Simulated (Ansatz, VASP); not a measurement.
## One calculation of Zn, two programs

The input INCAR:

```
ALGO = Normal ; EDIFF = 1E-6
ENCUT = 520 ; GGA = PE
ISIF = 2 ; ISMEAR = -1
LASPH = T ; LCHARG = F
LREAL = F ; LWAVE = F
NBANDS = 12 ; NELM = 80
PREC = Accurate ; SIGMA = 0.08
```

KPOINTS

```
k-points
0
Gamma
  17 17 17
```

The input POSCAR:

```
Zn
1.0
    1.9374271523      0.0000000000      0.0000000000
    0.0000000000      1.9374271523      0.0000000000
    0.0000000000      0.0000000000      1.9374271523
Zn
1
Direct
    0.0000000000      0.0000000000      0.0000000000
```

Input for Ansatz:

```yaml
crystal:
  lattice:
    - [1.9374271523, 0.0, 0.0]
    - [0.0, 1.9374271523, 0.0]
    - [0.0, 0.0, 1.9374271523]
  atoms:
    - { symbol: Zn, position: [0.0, 0.0, 0.0] }
kpoints:
  mp_grid: { grid: [17, 17, 17] }
  band_path:
    path:
      - [0.0, 0.0, 0.0]
      - [0.0, 0.5, 0.0]
      - [0.5, 0.5, 0.0]
      - [0.0, 0.0, 0.0]
      - [0.5, 0.5, 0.5]
      - [0.0, 0.5, 0.0]
      - [0.5, 0.5, 0.5]
      - [0.5, 0.5, 0.0]
    npoints: 8
scf:
  occupations: { method: fermi_dirac, width: 0.08 }
hamiltonian:
  xc: pbe
  pseudopotentials: { kind: paw }
output:
  forces: true
  stress: true
  eigenvalues: true
  populations: true
  dos: { projected: true, de: 0.2, e_range: [-14, 8] }
```

Change from the starting cell: volume scaled by 0.4, PAW files.

Alike in both runs: task single point; functional PBE; k mesh 17 × 17 × 17; occupations fermi-dirac, width 0.08 eV; no spin polarisation.

|  | VASP | Ansatz |
| --- | --- | --- |
| version | VASP 6.6.1 | Ansatz 0.2.0 |
| potentials or method | VASP PAW PBE potentials, release 64 (Zn) | PAW with Ansatz's default frozen-core files, scalar-relativistic |
| plane-wave cutoff (eV) | 520 | 420 |
| valence electrons in the cell | 12 | 12 |

```tsv
	VASP	Ansatz	Ansatz less VASP
pressure (GPa)	437.1	426.8	-10.30
```

Both programs put the cell under a high pressure, so it lies far from rest at this level.

Noted on VASP's run: the cell as given lies far from equilibrium.
